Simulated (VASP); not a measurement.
**AlN: single point with LDA**

The system is AlN.

```
Al N
1.0
     0.79552    2.50021    2.50021
     2.50021    0.79552    2.50021
     2.50021    2.50021    0.79552
Al N
1 1
Direct
  0.50000 0.50000 0.50000
  0.00000 0.00000 0.00000
```

This cell differs from its parent crystal: ratio of the length along [111] to the lengths across it x 1.7, volume and fractional coordinates fixed.

- Program: VASP 6.6.1
- Task: single point
- Functional: LDA
- Potentials or basis: VASP PAW LDA potentials, release 64 (Al, N)
- Cutoff: 520 eV
- k mesh: 10 × 10 × 10
- Occupations: gaussian, width 0.05 eV
- Spin: no spin polarisation

| Quantity | Value |
| --- | --- |
| Pressure | 32.2 GPa |
| Band gap on the k mesh | zero (band 4 reaches 12.81 eV, above the bottom of band 5 at 9.53 eV) |

Stress tensor (GPa, compression positive):
```
 32.25 -50.40 -50.40
-50.40  32.25 -50.40
-50.40 -50.40  32.25
```

Levels at points of the mesh, in eV from the Fermi level:
```
           k point  band 1  band 2  band 3  band 4  band 5  band 6  band 7  band 8
(0.00, 0.00, 0.00)  -18.76   -7.07   -5.28    1.73    1.73   12.62   14.32   15.61
(0.50, 0.00, 0.00)  -13.92   -8.31   -4.68   -1.32   -0.18    4.80    8.23   12.03
(0.50, 0.50, 0.00)  -13.59   -8.22   -6.14   -0.76   -0.37    4.62    9.50   12.00
(0.50, 0.50, 0.50)  -17.48  -12.78    1.56    1.56    3.02    9.17   16.72   17.28
```

Run time: 52 s on 1 thread of Intel Xeon 8259CL, on a shared host, peak memory 0.15 GiB.
